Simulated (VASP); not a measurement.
Set up this calculation in VASP 6.6.1, as the native input.

| Quantity | Value |
| --- | --- |
| Task | single point |
| Functional | PBEsol |
| Potentials or basis | VASP PAW PBE potentials, release 64 (Al, Ru_pv) |
| Cutoff | 520 eV |
| k mesh | 16 × 16 × 16 |
| Occupations | gaussian, width 0.15 eV |
| Spin | no spin polarisation |
| Dipole correction | no |
| Further INCAR settings | ALGO = Fast; EDIFF = 1e-06; NBANDS = 16 |

The structure of AlRu lies in POSCAR:

```
AlRu
1.0
    2.9916000000      0.0000000000      0.0000000000
    0.0000000000      2.9916000000      0.0000000000
    0.0000000000      0.0000000000      2.9916000000
Al Ru
1 1
Direct
    0.0000000000      0.0208918305      0.0000000000
    0.5000000000      0.5000000000      0.5000000000
```

This cell differs from its parent crystal: all Al atoms moved +0.062 Å, as atom 1 along Cartesian [0 1 0].

One way to write it, as run:

INCAR

```
PREC = Accurate ; ENCUT = 520
EDIFF = 1E-6 ; ISMEAR = 0
SIGMA = 0.15 ; LREAL = False
LASPH = True ; NELM = 80
ALGO = Fast ; ISIF = 2
LWAVE = False ; LCHARG = False
GGA = PS ; NBANDS = 16
```

KPOINTS

```
regular mesh
0
Gamma
  16 16 16
```

Potentials or basis: VASP PAW PBE potentials, release 64 (Al, Ru_pv).

Command:

```bash
$ cat potpaw_PBE.64/Al/POTCAR potpaw_PBE.64/Ru_pv/POTCAR > POTCAR
$ mpirun -np 1 vasp_std > vasp.out
```

It gave:

| Item | Value |
| --- | --- |
| Pressure | -2.9 GPa |
| Largest force | 0.479 eV/Å |
| Band gap on the k mesh | zero (an odd number of electrons rules out a gap without spin polarisation) |

Caveat: the cell differs from its parent crystal (all Al atoms moved +0.062 Å, as atom 1 along Cartesian [0 1 0]); the PAW data sets were made with another functional, which shifts forces and pressure a little.

Run time: 2.3 min on 1 thread of Intel Xeon 8259CL (shared host), peak memory 0.28 GiB.
